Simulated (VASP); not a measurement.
# FeIr2 (Fm-3m) in VASP: a series of runs

The runs below take FeIr2 through single point, relaxation of cell and atoms, with PBE.

Everything below comes from runs of VASP 6.6.1. Logs are shortened: lines on timing, memory, paths and dates and some standing lists are left out, and cuts for length are marked.

### Step 1. The cell of the first run

Symmetry: Fm-3m, No. 225, cubic system. The conventional cell has a = 5.669 Å, b = 5.669 Å, c = 5.669 Å, α = 90.00°, β = 90.00°, γ = 90.00°. Fe (site symmetry m-3m) has 8 Ir at 2.45 Å within 3.2 Å. Within 3.2 Å of Ir (site symmetry -43m) lie 4 Fe at 2.45 Å and 6 Ir at 2.83 Å.

### Step 2. Single point, PBE, collinear spin, ferromagnetic start

INCAR reads:

```
SYSTEM = FeIr2
PREC = Accurate ; ENCUT = 520
EDIFF = 1E-7 ; ISMEAR = 0
SIGMA = 0.1 ; LREAL = .False.
LASPH = .True. ; NELM = 150
ALGO = Normal ; ISIF = 2
LWAVE = .False. ; LCHARG = .False.
ISPIN = 2 ; MAGMOM = 1.54 0.13 0.13
LORBIT = 11 ; LMAXMIX = 4
GGA = PE ; NBANDS = 24
```

KPOINTS reads:

```
Automatic mesh
0
Gamma
  6 6 6
  0 0 0
```

POSCAR reads:

```
FeIr2
1.0
    0.0000000000      2.8343964188      2.8343964188
    2.8343964188      0.0000000000      2.8343964188
    2.8343964188      2.8343964188      0.0000000000
Fe Ir
1 2
Direct
    0.0000000000      0.0000000000      0.0000000000
    0.2500000000      0.2500000000      0.2500000000
    0.7500000000      0.7500000000      0.7500000000
```

Potentials or basis: VASP PAW PBE potentials, release 64 (Fe, Ir).

Command:

```bash
$ cat potpaw_PBE.64/Fe/POTCAR potpaw_PBE.64/Ir/POTCAR > POTCAR
$ mpirun -np 1 vasp_std > vasp.out
```

OUTCAR:

```text
SYSTEM = FeIr2
   PREC = Accurate
   ENCUT = 520
   EDIFF = 1E-7
   ISMEAR = 0
   LREAL = .False.
   LASPH = .True.
   NELM = 150
   ISIF = 2
   ISPIN = 2
   LORBIT = 11
   GGA = PE

 ion  position               nearest neighbor table
   1  0.000  0.000  0.000-   3 2.45   3 2.45   3 2.45   2 2.45   3 2.45   2 2.45   2 2.45   2 2.45

   2  0.250  0.250  0.250-   1 2.45   1 2.45   1 2.45   1 2.45   3 2.83   3 2.83   3 2.83   3 2.83
                             3 2.83   3 2.83
   3  0.750  0.750  0.750-   1 2.45   1 2.45   1 2.45   1 2.45   2 2.83   2 2.83   2 2.83   2 2.83
                             2 2.83   2 2.83

  LATTYP: Found a face centered cubic cell.
 ALAT       =     5.6687928376

  Lattice vectors:

 A1 = (   0.0000000000,   2.8343964188,   2.8343964188)
 A2 = (   2.8343964188,   0.0000000000,   2.8343964188)
 A3 = (   2.8343964188,   2.8343964188,   0.0000000000)

Analysis of symmetry for initial positions (statically):
=====================================================================
 Subroutine PRICEL returns:
 Original cell was already a primitive cell.

 Routine SETGRP: Setting up the symmetry group for a
 face centered cubic supercell.

 Subroutine GETGRP returns: Found 48 space group operations
 (whereof 48 operations were pure point group operations)
 out of a pool of 48 trial point group operations.

The static configuration has the point symmetry O_h .

Analysis of symmetry for dynamics (positions and initial velocities):
=====================================================================
 Subroutine PRICEL returns:
 Original cell was already a primitive cell.

 Routine SETGRP: Setting up the symmetry group for a
 face centered cubic supercell.

 Subroutine GETGRP returns: Found 48 space group operations
 (whereof 48 operations were pure point group operations)
 out of a pool of 48 trial point group operations.

The dynamic configuration has the point symmetry O_h .

Analysis of structural, dynamic, and magnetic symmetry:
=====================================================================
 Subroutine PRICEL returns:
 Original cell was already a primitive cell.

 Routine SETGRP: Setting up the symmetry group for a
 face centered cubic supercell.

 Subroutine GETGRP returns: Found 48 space group operations
 (whereof 48 operations were pure point group operations)
 out of a pool of 48 trial point group operations.

The overall configuration has the point symmetry O_h .

 Subroutine INISYM returns: Found 48 space group operations
 (whereof 48 operations are pure point group operations),
 and found     1 'primitive' translations

----------------------------------------------------------------------------------------

                                     Primitive cell

  volume of cell :      45.5420

  direct lattice vectors                    reciprocal lattice vectors
     0.000000000  2.834396419  2.834396419    -0.176404400  0.176404400  0.176404400
     2.834396419  0.000000000  2.834396419     0.176404400 -0.176404400  0.176404400
     2.834396419  2.834396419  0.000000000     0.176404400  0.176404400 -0.176404400

  length of vectors
     4.008441857  4.008441857  4.008441857     0.305541384  0.305541384  0.305541384

  position of ions in fractional coordinates (direct lattice)
     0.000000000  0.000000000  0.000000000
     0.250000000  0.250000000  0.250000000
     0.750000000  0.750000000  0.750000000

  ion indices of the primitive-cell ions
   primitive index   ion index
                 1           1
                 2           2
                 3           3

----------------------------------------------------------------------------------------

 KPOINTS: Automatic mesh

Automatic generation of k-mesh.
 Grid dimensions read from file:
 generate k-points for:    6    6    6

 Generating k-lattice:

  Cartesian coordinates                     Fractional coordinates (reciprocal lattice)
    -0.029400733  0.029400733  0.029400733     0.166666667  0.000000000  0.000000000
     0.029400733 -0.029400733  0.029400733     0.000000000  0.166666667  0.000000000
     0.029400733  0.029400733 -0.029400733     0.000000000  0.000000000  0.166666667

  Length of vectors
     0.050923564  0.050923564  0.050923564

  Shift w.r.t. Gamma in fractional coordinates (k-lattice)
     0.000000000  0.000000000  0.000000000

 Subroutine IBZKPT returns following result:
 ===========================================

 Found     16 irreducible k-points:

 Following reciprocal coordinates:
            Coordinates               Weight
  0.000000  0.000000  0.000000      1.000000
  0.166667  0.000000  0.000000      8.000000
  0.333333  0.000000  0.000000      8.000000
  0.500000  0.000000  0.000000      4.000000
  0.166667  0.166667  0.000000      6.000000
  0.333333  0.166667  0.000000     24.000000
[... 8 lines left out ...]
 -0.333333  0.333333  0.166667     24.000000
 -0.333333  0.500000  0.166667     12.000000
   k-points           NKPTS =     16   k-points in BZ     NKDIM =     16   number of bands    NBANDS=     24
   number of dos      NEDOS =    301   number of ions     NIONS =      3
   total plane-waves  NPLWV =  27000
   dimension x,y,z NGX =    30 NGY =   30 NGZ =   30
   dimension x,y,z NGXF=    60 NGYF=   60 NGZF=   60
   ions per type =               1   2
   NGX,Y,Z   is equivalent  to a cutoff of  12.44, 12.44, 12.44 a.u.
   NGXF,Y,Z  is equivalent  to a cutoff of  24.88, 24.88, 24.88 a.u.
 SYSTEM =  FeIr2
   PREC   = accura    normal or accurate (medium, high low for compatibility)
   ISTART =      0    job   : 0-new  1-cont  2-samecut
   ICHARG =      2    charge: 1-file 2-atom 10-const
   ISPIN  =      2    spin polarized calculation?
   LNONCOLLINEAR =      F non collinear calculations
   LSORBIT =      F    spin-orbit coupling
   LASPH  =      T    aspherical Exc in radial PAW
   ENCUT  =  520.0 eV  38.22 Ry    6.18 a.u.   7.45  7.45  7.45*2*pi/ulx,y,z
   NELM   =    150;   NELMIN=  2; NELMDL= -5     # of ELM steps
   EDIFF  = 0.1E-06   stopping-criterion for ELM
   LREAL  =      F    real-space projection
   EDIFFG = 0.1E-05   stopping-criterion for IOM
   NSW    =      0    number of steps for IOM
   IBRION =     -1    ionic relax: 0-MD 1-quasi-New 2-CG
   NFREE  =      0    steps in history (QN), initial steepest desc. (CG)
   ISIF   =      2    stress and relaxation
   ISYM   =      2    0-nonsym 1-usesym 2-fastsym
   POTIM  = 0.5000    time-step for ionic-motion
   TEBEG  =    0.0;   TEEND  =   0.0 temperature during run
   PSTRESS=    0.0 pullay stress
   NELECT =      26.0000    total number of electrons
   NUPDOWN=      -1.0000    fix difference up-down
   EMIN   =  10.00;   EMAX   =-10.00  energy-range for DOS
   EFERMI =   0.00;   METHOD = LEGACY
   ISMEAR =     0;   SIGMA  =   0.10  broadening in eV -4-tet -1-fermi 0-gaus
   EFERMI_NEDOS =   21; number of points for ismear=-14 and -15
   IALGO  =     38    algorithm
   IMIX   =      4    mixing-type and parameters
     AMIX     =   0.40;   BMIX     =  1.00
     AMIX_MAG =   1.60;   BMIX_MAG =  1.00
  volume/ion in A,a.u.               =      15.18       102.44
  Fermi-wavevector in a.u.,A,eV,Ry     =   1.358090  2.566419 25.094717  1.844410
  Thomas-Fermi vector in A             =   2.484953
   LORBIT       =     11    0 simple, 1 ext, 2 COOP (PROOUT), +10 PAW based schemes
   GGA     = PE    functional components
   LHFCALC =     F    Hartree Fock is set to
   AEXX    =    0.0000 exact exchange contribution
   IVDW    =     0    specifies the selected vdW correction
   LEPSILON=     F    determine dielectric tensor
   LRPA    =     F    only Hartree local field effects (RPA)
 spin polarized calculation
 Gauss-broadening in eV      SIGMA  =   0.10
  energy-cutoff  :      520.00
  volume of cell :       45.54
 maximum number of plane-waves:      1243
 NGX is ok and might be reduce to    30
   NGX = 15   NGY = 15   NGZ = 15

 number of electron      26.0000003 magnetization       2.2520515

 Free energy of the ion-electron system (eV)
  ---------------------------------------------------
  ext. energy  EPLUGINS =         0.00000000
  ---------------------------------------------------
  free energy    TOTEN  =       -25.00645413 eV

  energy without entropy =      -24.98929215  energy(sigma->0) =      -24.99787314

 E-fermi :   7.0890     XC(G=0): -12.7592

 val. band max:        7.0703558428   @ k =   0.5000   0.1667   0.0000
 cond. band min:       7.1101257876   @ k =   0.5000   0.3333   0.1667
 fundamental gap:      0.0397699449
 Fermi energy:         7.0889743183

 spin component 1

 k-point     1 :       0.0000    0.0000    0.0000
  band No.  band energies     occupation
      1      -2.0038      1.00000
      2       1.0780      1.00000
      3       1.0780      1.00000
      4       2.3262      1.00000
      5       2.3262      1.00000
      6       2.3262      1.00000
[... 16 lines left out ...]
     23      18.2234      0.00000
     24      18.2234      0.00000
[... 381 lines left out ...]
      1       1.2426      1.00000
      2       1.2968      1.00000
      3       1.3332      1.00000
      4       2.5224      1.00000
      5       2.8957      1.00000
      6       3.0253      1.00000
[... 16 lines left out ...]
     23      21.6291      0.00000
     24      23.8467      0.00000
 Fermi energy:         7.0889743183

 spin component 2

 k-point     1 :       0.0000    0.0000    0.0000
  band No.  band energies     occupation
      1      -1.9161      1.00000
      2       1.5151      1.00000
      3       1.5151      1.00000
      4       2.4020      1.00000
      5       2.4020      1.00000
      6       2.4020      1.00000
[... 16 lines left out ...]
     23      18.3681      0.00000
     24      18.3681      0.00000
[... 382 lines left out ...]
      2       1.6145      1.00000
      3       1.6288      1.00000
      4       2.9527      1.00000
      5       3.0876      1.00000
      6       3.8059      1.00000
[... 16 lines left out ...]
     23      22.0379      0.00000
     24      24.0703      0.00000

------------------------ aborting loop because EDIFF is reached ----------------------------------------

  FORCE on cell =-STRESS in cart. coord.  units (eV):
  Direction    XX          YY          ZZ          XY          YZ          ZX
  --------------------------------------------------------------------------------------
  -------------------------------------------------------------------------------------
  Total       -0.0267946     -0.0267946     -0.0267946     -0.0000000     -0.0000000      0.0000000
  in kB       -0.9426405     -0.9426405     -0.9426405     -0.0000000     -0.0000000      0.0000000
  external PRESSURE =      -0.9426405 kB  Pullay stress =       0.0000000 kB

 VOLUME and BASIS-vectors are now :
 -----------------------------------------------------------------------------
  energy-cutoff  :      520.00
  volume of cell :       45.54
      direct lattice vectors                 reciprocal lattice vectors
     0.000000000  2.834396419  2.834396419    -0.176404400  0.176404400  0.176404400
     2.834396419  0.000000000  2.834396419     0.176404400 -0.176404400  0.176404400
     2.834396419  2.834396419  0.000000000     0.176404400  0.176404400 -0.176404400

 POSITION                                       TOTAL-FORCE (eV/Angst)
 -----------------------------------------------------------------------------------
      0.00000      0.00000      0.00000         0.000000      0.000000     -0.000000
      1.41720      1.41720      1.41720         0.000000      0.000000      0.000000
      4.25159      4.25159      4.25159        -0.000000     -0.000000     -0.000000
 -----------------------------------------------------------------------------------
    total drift:                                0.000000     -0.000000      0.000000

  FREE ENERGIE OF THE ION-ELECTRON SYSTEM (eV)
  ---------------------------------------------------
  free  energy   TOTEN  =       -25.0064541251 eV

  energy  without entropy=      -24.9892921522  energy(sigma->0) =      -24.99787314

 total charge

# of ion       s       p       d       tot
------------------------------------------
    1        0.543   0.696   6.234   7.473
    2        0.707   0.584   6.953   8.244
    3        0.707   0.584   6.953   8.244
--------------------------------------------------
tot          1.957   1.863  20.141  23.961

 magnetization (x)

# of ion       s       p       d       tot
------------------------------------------
    1        0.005  -0.001   1.976   1.980
    2       -0.016  -0.024   0.142   0.103
    3       -0.016  -0.024   0.142   0.103
--------------------------------------------------
tot         -0.027  -0.049   2.261   2.185
```

Run time: 67 s. Hardware: 1 thread of Intel Xeon 6975P-C (Granite Rapids), shared host; peak memory 0.2 GiB.

Results:

```yaml
Free_energy: -25.0065 eV
Pressure: -0.1 GPa
Net_moment: 2.25 μB per cell
Site_moments: Fe +1.98; Ir +0.10 μB
Valence_electrons_inside_the_program's_atomic_spheres: Fe 7.47; Ir 8.24
```

Levels at points of the mesh, in eV from the Fermi level:
Spin up:
| k point | band 12 | band 13 | band 14 | band 15 | band 16 | band 17 |
| --- | --- | --- | --- | --- | --- | --- |
| (0.00, 0.00, 0.00) | 0.38 | 0.38 | 0.38 | 1.25 | 1.25 | 8.44 |
| (0.50, 0.00, 0.00) | -1.78 | -1.16 | -1.16 | -0.10 | -0.10 | 0.87 |
| (0.50, 0.50, 0.00) | -0.30 | -0.18 | 0.29 | 0.29 | 1.13 | 1.84 |
Spin down:
```csv
k point,band 8,band 9,band 10,band 11,band 12,band 13,band 14,band 15,band 16,band 17
"(0.00, 0.00, 0.00)",-2.44,-2.44,0.76,0.76,0.76,0.81,0.81,1.40,1.40,8.76
"(0.50, 0.00, 0.00)",-3.32,-3.32,-2.10,-2.10,-1.72,0.55,0.55,1.00,1.00,1.75
"(0.50, 0.50, 0.00)",-2.12,-2.12,-0.51,-0.10,-0.02,1.19,1.19,1.28,1.48,1.92
```

Caveat: spin-orbit coupling is left out, which moves the levels of the heavy elements.

(Part 1 of 2 ends here.)
